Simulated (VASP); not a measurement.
# Li (I4/mmm) in VASP: notebook

The runs below take Li through single point, with PBEsol.

Everything below comes from runs of VASP 6.6.1. Logs are shortened: lines on timing, memory, paths and dates and some standing lists are left out, and cuts for length are marked.

## (1) The cell of the first run

It takes space group I4/mmm (No. 139, tetragonal). The conventional cell has a = 3.021 Å, b = 3.021 Å, c = 4.404 Å, α = 90.00°, β = 90.00°, γ = 90.00°. Li (site symmetry 4/mmm) has 12 Li at 3.02 to 3.07 Å within 4.0 Å.

## (2) Single point, PBEsol (equal xx and yy strain of -3 %)

File INCAR:

```
SYSTEM = Li
ALGO = Normal
EDIFF = 1E-6
ENCUT = 750
GGA = PS
GGA_COMPAT = .False.
ISIF = 2
ISMEAR = -1
LASPH = .True.
LCHARG = .False.
LREAL = .False.
LWAVE = .False.
NBANDS = 8
NELM = 120
PREC = Accurate
SIGMA = 0.08
```

File KPOINTS:

```
k-points
0
Gamma
  13 13 13
  0 0 0
```

File POSCAR:

```
Li
1.0
    0.0000000000      2.1359400000      2.2020000000
    2.1359400000      0.0000000000      2.2020000000
    2.1359400000      2.1359400000      0.0000000000
Li
1
Direct
    0.0000000000      0.0000000000      0.0000000000
```

Potentials or basis: VASP PAW PBE potentials, release 64 (Li_sv).

Command:

```sh
cat potpaw_PBE.64/Li_sv/POTCAR > POTCAR
mpirun -np 1 vasp_std > vasp.out
```

OUTCAR:

```text
SYSTEM = Li
   EDIFF = 1E-6
   ENCUT = 750
   GGA = PS
   ISIF = 2
   ISMEAR = -1
   LASPH = .True.
   LREAL = .False.
   NELM = 120
   PREC = Accurate

 ion  position               nearest neighbor table
   1  0.000  0.000  0.000-

  LATTYP: Found a body centered tetragonal cell.
 ALAT       =     3.0206753164
 C/A-ratio  =     1.4579521262

  Lattice vectors:

 A1 = (  -2.1359400000,   0.0000000000,   2.2020000000)
 A2 = (   2.1359400000,   0.0000000000,   2.2020000000)
 A3 = (   0.0000000000,   2.1359400000,  -2.2020000000)

Analysis of symmetry for initial positions (statically):
=====================================================================
 Subroutine PRICEL returns:
 Original cell was already a primitive cell.

 Routine SETGRP: Setting up the symmetry group for a
 body centered tetragonal supercell.

 Subroutine GETGRP returns: Found 16 space group operations
 (whereof 16 operations were pure point group operations)
 out of a pool of 16 trial point group operations.

The static configuration has the point symmetry D_4h.

Analysis of symmetry for dynamics (positions and initial velocities):
=====================================================================
 Subroutine PRICEL returns:
 Original cell was already a primitive cell.

 Routine SETGRP: Setting up the symmetry group for a
 body centered tetragonal supercell.

 Subroutine GETGRP returns: Found 16 space group operations
 (whereof 16 operations were pure point group operations)
 out of a pool of 16 trial point group operations.

The dynamic configuration has the point symmetry D_4h.

 Subroutine INISYM returns: Found 16 space group operations
 (whereof 16 operations are pure point group operations),
 and found     1 'primitive' translations

----------------------------------------------------------------------------------------

                                     Primitive cell

  volume of cell :      20.0921

  direct lattice vectors                    reciprocal lattice vectors
     0.000000000  2.135940000  2.202000000    -0.234088973  0.234088973  0.227066303
     2.135940000  0.000000000  2.202000000     0.234088973 -0.234088973  0.227066303
     2.135940000  2.135940000  0.000000000     0.234088973  0.234088973 -0.227066303

  length of vectors
     3.067742441  3.067742441  3.020675316     0.401440407  0.401440407  0.401440407

  position of ions in fractional coordinates (direct lattice)
     0.000000000  0.000000000  0.000000000

  ion indices of the primitive-cell ions
   primitive index   ion index
                 1           1

----------------------------------------------------------------------------------------

 KPOINTS: k-points

Automatic generation of k-mesh.
 Grid dimensions read from file:
 generate k-points for:   13   13   13

 Generating k-lattice:

  Cartesian coordinates                     Fractional coordinates (reciprocal lattice)
    -0.018006844  0.018006844  0.017466639     0.076923077  0.000000000  0.000000000
     0.018006844 -0.018006844  0.017466639     0.000000000  0.076923077  0.000000000
     0.018006844  0.018006844 -0.017466639     0.000000000  0.000000000  0.076923077

  Length of vectors
     0.030880031  0.030880031  0.030880031

  Shift w.r.t. Gamma in fractional coordinates (k-lattice)
     0.000000000  0.000000000  0.000000000

 Subroutine IBZKPT returns following result:
 ===========================================

 Found    196 irreducible k-points:

 Following reciprocal coordinates:
            Coordinates               Weight
  0.000000  0.000000  0.000000      1.000000
  0.076923  0.000000  0.000000      8.000000
  0.153846  0.000000  0.000000      8.000000
  0.230769 -0.000000  0.000000      8.000000
  0.307692  0.000000  0.000000      8.000000
  0.384615  0.000000  0.000000      8.000000
[... 16 lines left out ...]
  0.384615  0.153846  0.000000      8.000000
  0.461538  0.153846  0.000000      8.000000
 [... further k-points ...]
   k-points           NKPTS =    196   k-points in BZ     NKDIM =    196   number of bands    NBANDS=      8
   number of dos      NEDOS =    301   number of ions     NIONS =      1
   total plane-waves  NPLWV =  21952
   dimension x,y,z NGX =    28 NGY =   28 NGZ =   28
   dimension x,y,z NGXF=    56 NGYF=   56 NGZF=   56
   ions per type =               1
   NGX,Y,Z   is equivalent  to a cutoff of  15.17, 15.17, 15.41 a.u.
   NGXF,Y,Z  is equivalent  to a cutoff of  30.35, 30.35, 30.82 a.u.
 SYSTEM =  Li
   PREC   = accura    normal or accurate (medium, high low for compatibility)
   ISTART =      0    job   : 0-new  1-cont  2-samecut
   ICHARG =      2    charge: 1-file 2-atom 10-const
   ISPIN  =      1    spin polarized calculation?
   LNONCOLLINEAR =      F non collinear calculations
   LSORBIT =      F    spin-orbit coupling
   LASPH  =      T    aspherical Exc in radial PAW
   ENCUT  =  750.0 eV  55.12 Ry    7.42 a.u.   6.85  6.85  6.75*2*pi/ulx,y,z
   NELM   =    120;   NELMIN=  2; NELMDL= -5     # of ELM steps
   EDIFF  = 0.1E-05   stopping-criterion for ELM
   LREAL  =      F    real-space projection
   EDIFFG = 0.1E-04   stopping-criterion for IOM
   NSW    =      0    number of steps for IOM
   IBRION =     -1    ionic relax: 0-MD 1-quasi-New 2-CG
   NFREE  =      0    steps in history (QN), initial steepest desc. (CG)
   ISIF   =      2    stress and relaxation
   ISYM   =      2    0-nonsym 1-usesym 2-fastsym
   POTIM  = 0.5000    time-step for ionic-motion
   TEBEG  =    0.0;   TEEND  =   0.0 temperature during run
   PSTRESS=    0.0 pullay stress
   NELECT =       3.0000    total number of electrons
   NUPDOWN=      -1.0000    fix difference up-down
   EMIN   =  10.00;   EMAX   =-10.00  energy-range for DOS
   EFERMI =   0.00;   METHOD = LEGACY
   ISMEAR =    -1;   SIGMA  =   0.08  broadening in eV -4-tet -1-fermi 0-gaus
   EFERMI_NEDOS =   21; number of points for ismear=-14 and -15
   IALGO  =     38    algorithm
   IMIX   =      4    mixing-type and parameters
     AMIX     =   0.40;   BMIX     =  1.00
     AMIX_MAG =   1.60;   BMIX_MAG =  1.00
  volume/ion in A,a.u.               =      20.09       135.59
  Fermi-wavevector in a.u.,A,eV,Ry     =   0.868507  1.641241 10.262940  0.754305
  Thomas-Fermi vector in A             =   1.987196
   LORBIT       =      0    0 simple, 1 ext, 2 COOP (PROOUT), +10 PAW based schemes
   GGA     = PS    functional components
   LHFCALC =     F    Hartree Fock is set to
   AEXX    =    0.0000 exact exchange contribution
   IVDW    =     0    specifies the selected vdW correction
   LEPSILON=     F    determine dielectric tensor
   LRPA    =     F    only Hartree local field effects (RPA)
 non-spin polarized calculation
  energy-cutoff  :      750.00
  volume of cell :       20.09
 maximum number of plane-waves:       962
   NGX = 13   NGY = 13   NGZ = 13

 number of electron       2.9999998 magnetization

 Free energy of the ion-electron system (eV)
  ---------------------------------------------------
  ext. energy  EPLUGINS =         0.00000000
  ---------------------------------------------------
  free energy    TOTEN  =        -1.97144535 eV

  energy without entropy =       -1.95921518  energy(sigma->0) =       -1.96533026

 E-fermi :   0.6675     XC(G=0):  -7.0393

 val. band max:        0.6592342880   @ k =  -0.4615   0.2308   0.1538
 cond. band min:       0.6790537413   @ k =  -0.3846  -0.0000   0.1538
 fundamental gap:      0.0198194534
 Fermi energy:         0.6675371818

 k-point     1 :       0.0000    0.0000    0.0000
  band No.  band energies     occupation
      1     -45.2375      2.00000
      2      -2.9274      2.00000
      3      15.1072      0.00000
      4      15.1072      0.00000
      5      15.1338      0.00000
      6      18.9098      0.00000
      7      19.0176      0.00000
      8      19.0176      0.00000

 k-point     2 :       0.0769    0.0000    0.0000
  band No.  band energies     occupation
      1     -45.2363      2.00000
      2      -2.8207      2.00000
      3      13.9679      0.00000
      4      14.8547      0.00000
      5      14.8957      0.00000
      6      18.2297      0.00000
      7      19.3768      0.00000
      8      19.4292      0.00000

 k-point     3 :       0.1538    0.0000    0.0000
  band No.  band energies     occupation
      1     -45.2332      2.00000
      2      -2.5020      2.00000
      3      11.6554      0.00000
      4      14.3131      0.00000
      5      14.4690      0.00000
      6      18.3011      0.00000
      7      19.9319      0.00000
      8      20.2493      0.00000

 k-point     4 :       0.2308   -0.0000    0.0000
  band No.  band energies     occupation
      1     -45.2287      2.00000
      2      -1.9724      2.00000
      3       9.2569      0.00000
      4      13.8027      0.00000
      5      14.0778      0.00000
      6      18.6547      0.00000
      7      19.1758      0.00000
      8      20.0642      0.00000

 k-point     5 :       0.3077    0.0000    0.0000
  band No.  band energies     occupation
      1     -45.2240      2.00000
      2      -1.2417      2.00000
      3       7.0525      0.00000
      4      13.4273      0.00000
      5      13.8153      0.00000
      6      18.1659      0.00000
      7      18.6625      0.00000
      8      19.0357      0.00000
[... 177 lines left out ...]
 k-point    22 :       0.3077    0.1538    0.0000
  band No.  band energies     occupation
      1     -45.2248      2.00000
      2      -1.4067      2.00000
      3       8.8361      0.00000
      4      11.8486      0.00000
      5      13.0238      0.00000
      6      15.2778      0.00000
      7      17.7097      0.00000
      8      22.8460      0.00000

 k-point    23 :       0.3846    0.1538    0.0000
  band No.  band energies     occupation
      1     -45.2207      2.00000
      2      -0.6125      2.00000
      3       6.7168      0.00000
      4      11.7312      0.00000
      5      11.9944      0.00000
      6      15.2071      0.00000
      7      19.3131      0.00000
      8      21.7572      0.00000

 k-point    24 :       0.4615    0.1538    0.0000
  band No.  band energies     occupation
      1     -45.2176      2.00000
      2       0.3257      1.97251
      3       4.9113      0.00000
      4      11.1757      0.00000
      5      11.8625      0.00000
      6      15.2751      0.00000
      7      20.7557      0.00000
      8      21.0179      0.00000

 [... further k-points ...]
[... 5 lines left out ...]
  --------------------------------------------------------------------------------------
  -------------------------------------------------------------------------------------
  Total       -0.0014949     -0.0014949     -0.0052031      0.0000000     -0.0000000      0.0000000
  in kB       -0.1192060     -0.1192060     -0.4149051      0.0000000     -0.0000000      0.0000000
  external PRESSURE =      -0.2177723 kB  Pullay stress =       0.0000000 kB

 VOLUME and BASIS-vectors are now :
 -----------------------------------------------------------------------------
  energy-cutoff  :      750.00
  volume of cell :       20.09
      direct lattice vectors                 reciprocal lattice vectors
     0.000000000  2.135940000  2.202000000    -0.234088973  0.234088973  0.227066303
     2.135940000  0.000000000  2.202000000     0.234088973 -0.234088973  0.227066303
     2.135940000  2.135940000  0.000000000     0.234088973  0.234088973 -0.227066303

 POSITION                                       TOTAL-FORCE (eV/Angst)
 -----------------------------------------------------------------------------------
      0.00000      0.00000      0.00000        -0.000000      0.000000      0.000000
 -----------------------------------------------------------------------------------
    total drift:                               -0.000000     -0.000000     -0.000000

  FREE ENERGIE OF THE ION-ELECTRON SYSTEM (eV)
  ---------------------------------------------------
  free  energy   TOTEN  =        -1.9714453457 eV

  energy  without entropy=       -1.9592151799  energy(sigma->0) =       -1.96533026
```

Run time: 14 s. Hardware: 1 thread of AMD EPYC 9R45 (Zen 5), shared host; peak memory 0.14 GiB.

What came out:

```
Free energy            : -1.9714 eV
Pressure               : 0.0 GPa
Band gap on the k mesh : zero (an odd number of electrons rules out a gap without spin polarisation)
```

Caveat: the cell differs from its parent crystal (equal xx and yy strain of -3 %); the PAW data sets were made with another functional, which shifts forces and pressure a little.

## (3) Single point, PBEsol (zz strain of -3 %)

File INCAR:

```
SYSTEM = Li
  PREC = Accurate
  ENCUT = 750
  EDIFF = 1E-6
  ISMEAR = -1
  SIGMA = 0.08
  LREAL = .FALSE.
  LASPH = .TRUE.
  NELM = 120
  ALGO = Normal
  ISIF = 2
  LWAVE = .FALSE.
  LCHARG = .TRUE.
  GGA = PS
  LELF = .TRUE.
  LVHAR = .TRUE.
  NBANDS = 8
  GGA_COMPAT = .FALSE.
```

File KPOINTS:

```
regular mesh
0
G
  13 13 13
  0 0 0
```

File POSCAR:

```
Li
1.0
    0.0000000000      2.2020000000      2.1359400000
    2.2020000000      0.0000000000      2.1359400000
    2.2020000000      2.2020000000      0.0000000000
Li
1
Direct
    0.0000000000      0.0000000000      0.0000000000
```

Potentials or basis: VASP PAW PBE potentials, release 64 (Li_sv).

Command:

```sh
cat potpaw_PBE.64/Li_sv/POTCAR > POTCAR
mpirun -np 1 vasp_std > vasp.out
```

Run time: 14 s. Hardware: 1 thread of AMD EPYC 9R45 (Zen 5), shared host; peak memory 0.14 GiB.

It converged, with:

* Free energy: -1.9710 eV
* Pressure: -0.4 GPa
* Band gap on the k mesh: zero (an odd number of electrons rules out a gap without spin polarisation)

Levels at points of the mesh, in eV from the Fermi level:
| k point | band 1 | band 2 | band 3 | band 4 | band 5 | band 6 |
| --- | --- | --- | --- | --- | --- | --- |
| (0.00, 0.00, 0.00) | -45.96 | -3.55 | 14.12 | 14.16 | 14.16 | 17.93 |

Caveat: the cell differs from its parent crystal (zz strain of -3 %); the PAW data sets were made with another functional, which shifts forces and pressure a little.

## (4) Single point, PBEsol (zz strain of -2 %)

File INCAR:

```
SYSTEM = Li
PREC     = Accurate       ! precision mode
ENCUT    = 750            ! plane-wave cutoff, eV
EDIFF    = 1E-6           ! SCF threshold, eV
ISMEAR   = -1             ! smearing method
SIGMA    = 0.08           ! smearing width, eV
LREAL    = .FALSE.        ! projectors in reciprocal space
LASPH    = .TRUE.         ! aspherical terms in the spheres
NELM     = 120            ! most SCF steps
ALGO     = Normal         ! electronic algorithm
ISIF     = 2              ! what is computed and relaxed
LWAVE    = .FALSE.        ! write WAVECAR
LCHARG   = .FALSE.        ! write CHGCAR
GGA      = PS             ! functional
NBANDS   = 8              ! bands
GGA_COMPAT= .FALSE.
```

KPOINTS is that of step 3.

File POSCAR:

```
Li
1.0
    0.0000000000      2.2020000000      2.1579600000
    2.2020000000      0.0000000000      2.1579600000
    2.2020000000      2.2020000000      0.0000000000
Li
1
Direct
    0.0000000000      0.0000000000      0.0000000000
```

Command:

```sh
cat potpaw_PBE.64/Li_sv/POTCAR > POTCAR
mpirun -np 1 vasp_std > vasp.out
```

Run time: 14 s. Hardware: 1 thread of AMD EPYC 9R45 (Zen 5), shared host; peak memory 0.15 GiB.

Results (log left out):

```yaml
Free_energy: -1.9705 eV
Pressure: -0.5 GPa
Band_gap_on_the_k_mesh: zero (an odd number of electrons rules out a gap without spin polarisation)
```

Levels at points of the mesh, in eV from the Fermi level:
```
           k point  band 1  band 2  band 3  band 4  band 5
(0.00, 0.00, 0.00)  -45.98   -3.54   14.02   14.05   14.05
```

Caveat: the cell differs from its parent crystal (zz strain of -2 %); the PAW data sets were made with another functional, which shifts forces and pressure a little.

## (5) Single point, PBEsol (equal xx and yy strain of -1 %)

File INCAR:

```
SYSTEM = Li
PREC = Accurate
ENCUT = 750
EDIFF = 1E-6
ISMEAR = -1
SIGMA = 0.08
LREAL = .FALSE.
LASPH = .TRUE.
NELM = 120
ALGO = Normal
ISIF = 2
LWAVE = .FALSE.
LCHARG = .FALSE.
GGA = PS
NBANDS = 8
GGA_COMPAT = .FALSE.
```

KPOINTS is that of step 4.

File POSCAR:

```
Li
1.0
    0.0000000000      2.1799800000      2.2020000000
    2.1799800000      0.0000000000      2.2020000000
    2.1799800000      2.1799800000      0.0000000000
Li
1
Direct
    0.0000000000      0.0000000000      0.0000000000
```

Command:

```sh
cat potpaw_PBE.64/Li_sv/POTCAR > POTCAR
mpirun -np 1 vasp_std > vasp.out
```

Wall time 14 s (1 thread of AMD EPYC 9R45 (Zen 5), shared host); peak memory 0.15 GiB.

The run converged. Its results:

| Quantity | Value |
| --- | --- |
| Free energy | -1.9705 eV |
| Pressure | -0.5 GPa |
| Band gap on the k mesh | zero (an odd number of electrons rules out a gap without spin polarisation) |

Levels at points of the mesh, in eV from the Fermi level:
```
           k point  band 1  band 2  band 3  band 4  band 5  band 6  band 7
(0.00, 0.00, 0.00)  -45.98   -3.54   14.04   14.04   14.05   17.81   17.84
```

Caveat: the cell differs from its parent crystal (equal xx and yy strain of -1 %); the PAW data sets were made with another functional, which shifts forces and pressure a little.

## (6) Single point, PBEsol (zz strain of -1 %)

File INCAR:

```
SYSTEM = Li
ALGO = Normal ; EDIFF = 1E-6
ENCUT = 750 ; GGA = PS
GGA_COMPAT = .False. ; ISIF = 2
ISMEAR = -1 ; LASPH = .True.
LCHARG = .True. ; LELF = .True.
LREAL = .False. ; LVHAR = .True.
LWAVE = .False. ; NBANDS = 8
NELM = 120 ; PREC = Accurate
SIGMA = 0.08
```

File KPOINTS:

```
k-points
0
Gamma
  13 13 13
  0 0 0
```

File POSCAR:

```
Li
1.0
    0.0000000000      2.2020000000      2.1799800000
    2.2020000000      0.0000000000      2.1799800000
    2.2020000000      2.2020000000      0.0000000000
Li
1
Direct
    0.0000000000      0.0000000000      0.0000000000
```

Potentials or basis: VASP PAW PBE potentials, release 64 (Li_sv).

Command:

```sh
cat potpaw_PBE.64/Li_sv/POTCAR > POTCAR
mpirun -np 1 vasp_std > vasp.out
```

It took 15 s on 1 thread of AMD EPYC 9R45 (Zen 5), shared host; peak memory 0.15 GiB.

It converged, with:

```yaml
Free_energy: -1.9699 eV
Pressure: -0.7 GPa
Band_gap_on_the_k_mesh: zero (an odd number of electrons rules out a gap without spin polarisation)
```

Levels at points of the mesh, in eV from the Fermi level:
```tsv
k point	band 1	band 2	band 3	band 4	band 5
(0.00, 0.00, 0.00)	-45.99	-3.53	13.93	13.94	13.94
```

Caveat: the cell differs from its parent crystal (zz strain of -1 %); the PAW data sets were made with another functional, which shifts forces and pressure a little.

## (7) Summary

```csv
cell,gap on the mesh (eV),pressure (GPa)
"a = 3.068, b = 3.068, c = 3.021 Å, angles 60.5, 60.5, 59.0°, 1 atom",none,0.0
"a = 3.068, b = 3.068, c = 3.114 Å, angles 59.5, 59.5, 61.0°, 1 atom",none,-0.4
"a = 3.083, b = 3.083, c = 3.114 Å, angles 59.7, 59.7, 60.7°, 1 atom",none,-0.5
"a = 3.099, b = 3.099, c = 3.083 Å, angles 60.2, 60.2, 59.7°, 1 atom",none,-0.5
"a = 3.099, b = 3.099, c = 3.114 Å, angles 59.8, 59.8, 60.3°, 1 atom",none,-0.7
```

Alike in all rows: task single point; level PBEsol; potentials or basis VASP PAW PBE potentials, release 64 (Li_sv); no spin polarisation; k mesh 13 × 13 × 13; cutoff (eV) 750; smearing fermi-dirac 0.08 eV.

Caveats: the PAW data sets were made with another functional, which shifts forces and pressure a little.

Absolute energies hang on the potentials; compare differences alone.

The gap in the log of VASP goes by the Fermi energy; the results here count the filled bands.